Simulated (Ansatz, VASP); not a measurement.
Two plane-wave programs on I

```xyz
3
Lattice="5.1899 0.0000 0.0000 0.0000 5.1899 0.0000 0.0000 0.0000 5.1899" Properties=species:S:1:pos:R:3 pbc="T T T"
I     2.5949    0.0000    0.0000
I     0.0000    2.5949    0.0000
I     0.0000    0.0000    2.5949
```

Alike in both runs: task single point; functional PBE; k mesh 8 × 8 × 8; occupations gaussian, width 0.1 eV; no spin polarisation.

|  | VASP | Ansatz |
| --- | --- | --- |
| version | VASP 6.6.1 | Ansatz 0.2.0 |
| potentials or method | VASP PAW PBE potentials, release 64 (I), cutoff 520 eV | scalar-relativistic, plane waves, PAW |
| valence electrons in the cell | 21 | 51 |

|  | VASP | Ansatz | Ansatz less VASP |
| --- | --- | --- | --- |
| gap on the k mesh at the Fermi level (eV) | none | none | - |
| pressure (GPa) | -1.3 | -1.3 | +0.01 |

A gap of «none» marks a metal or a gap that the smearing closes. The functional is the same, so the differences come from potentials, cutoffs and numerics. VASP's potentials hold 21 valence electrons a cell and Ansatz's 51, so a difference there can come from the potentials and not from the codes.

Neither program's run includes spin-orbit coupling.
